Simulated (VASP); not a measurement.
# HfB2: electric field gradients with PBEsol

The system is HfB2.

```
CELL_PARAMETERS angstrom
3.14000 0.00000 0.00000
-1.57000 2.71932 0.00000
0.00000 0.00000 3.41040
ATOMIC_POSITIONS crystal
Hf 0.00000 0.00000 0.00000
B 0.33333 0.66667 0.50000
B 0.66667 0.33333 0.50000
```

This cell differs from its parent crystal: zz strain of -2 %.

```yaml
Program: VASP 6.6.1
Task: electric field gradients
Functional: PBEsol
Potentials_or_basis: VASP PAW PBE potentials, release 64 (Hf_pv, B)
Cutoff: 520 eV
k_mesh: 13 × 13 × 11
Occupations: fermi-dirac, width 0.05 eV
Spin: no spin polarisation
Dipole_correction: no
Further_INCAR_settings: ALGO = Normal; EDIFF = 1e-08; NBANDS = 15
```

```
Pressure               : 0.4 GPa
Band gap on the k mesh : zero (band 8 reaches 8.33 eV, above the bottom of band 9 at 7.32 eV)
```

Stress tensor (GPa, compression positive):
```
-1.50  0.00  0.00
 0.00 -1.50  0.00
 0.00  0.00  4.20
```

Levels at points of the mesh, in eV from the Fermi level:
| k point | band 6 | band 7 | band 8 | band 9 | band 10 | band 11 |
| --- | --- | --- | --- | --- | --- | --- |
| (0.00, 0.00, 0.00) | -3.17 | -3.10 | -2.66 | 3.99 | 3.99 | 4.81 |

Electric field gradients, principal values (V/Å²):
```csv
atom,least,middle,greatest (by size)
1 Hf,-36.930,-36.930,73.860
2 B,-0.295,-0.295,0.590
3 B,-0.295,-0.295,0.590
```

Wall time 38 s on 1 thread of Intel(R) Xeon(R) Platinum 8488C (Sapphire Rapids), with other jobs on the host, peak memory 0.18 GiB.

Caveat: the cell differs from its parent crystal (zz strain of -2 %); without QUAD_EFG the Cq values of the log hold for a quadrupole moment of 1 mb, not for the nuclei; the PAW data sets were made with another functional, which shifts forces and pressure a little; spin-orbit coupling is left out, which moves the levels of the heavy elements.
